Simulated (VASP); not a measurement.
Fe:

```
Fe
1.0
    -1.44300    1.44300    1.44300
     1.44300   -1.44300    1.44300
     1.44300    1.44300   -1.44300
Fe
1
Direct
  0.00000 0.00000 0.00000
```

- Program: VASP 6.6.1
- Task: relaxation of cell and atoms
- Functional: revPBE
- Dispersion: D4
- Potentials or basis: VASP PAW PBE potentials, release 64 (Fe)
- Cutoff: 600 eV
- k mesh: 13 × 13 × 13
- Occupations: fermi-dirac, width 0.05 eV
- Spin: collinear spin, ferromagnetic start
- Starting moments: [3.0] μB

At the start: pressure -12.0 GPa; volume 12.02 Å³/atom.

Task: How do energy, volume and symmetry change on relaxing?

Result: Over 3 steps the energy falls by 41.6 meV/atom and the volume is 11.06 Å³/atom (-8.0 %); space group Im-3m (No. 229, to 0.1 Å) before and after; moment 2.12 μB per cell.

Step by step:
```
step  energy change (eV)  largest force (eV/Å)  pressure (GPa)  volume (Å³)
   1              0.0000                0.0000          -11.99        12.02
   2             -0.0224                0.0000           11.92        10.52
   3             -0.0416                0.0000            0.11        11.06
```

Final structure:
```
Fe
1.0
    -1.40360    1.40360    1.40360
     1.40360   -1.40360    1.40360
     1.40360    1.40360   -1.40360
Fe
1
Direct
  0.00000 0.00000 0.00000
```

Caveat: the PAW data sets were made with another functional, which shifts forces and pressure a little.
